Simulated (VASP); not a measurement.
A run of VASP 6.6.1 is set up as follows.

The input INCAR:

```
ALGO = Normal ; EDIFF = 1E-6
ENCUT = 520 ; GGA = PE
ISIF = 2 ; ISMEAR = 0
LASPH = True ; LCHARG = True
LELF = True ; LREAL = False
LVHAR = True ; LWAVE = False
NBANDS = 24 ; NELM = 60
PREC = Accurate ; SIGMA = 0.1
```

KPOINTS

```
k-points
0
Gamma
  4 4 4
```

POSCAR

```
BiTe2N
1.0
   -3.1184057800      3.1184057800      3.4267037000
    3.1184057800     -3.1184057800      3.4267037000
    3.1184057800      3.1184057800     -3.4267037000
Bi Te N
1 2 1
Direct
    0.5000000000      0.5000000000      0.0000000000
    0.7500000000      0.2500000000      0.5000000000
    0.2500000000      0.7500000000      0.5000000000
    0.0000000000      0.0000000000      0.0000000000
```

Potentials or basis: VASP PAW PBE potentials, release 64 (Bi_d, Te, N).

Launch:

```sh
$ cat potpaw_PBE.64/Bi_d/POTCAR potpaw_PBE.64/Te/POTCAR potpaw_PBE.64/N/POTCAR > POTCAR
$ mpirun -np 1 vasp_std > vasp.out
```

**Question.** Estimate the band gap on the k mesh.

**Answer.** Zero (band 16 reaches 3.85 eV, above the bottom of band 17 at 2.95 eV).

**Question.** Predict the pressure.

**Answer.** -9.3 GPa.

Stress tensor (GPa, compression positive):
```
 -8.23   0.00   0.00
  0.00  -8.23   0.00
  0.00   0.00 -11.41
```

Caveat: spin-orbit coupling is left out, which moves the levels of the heavy elements.
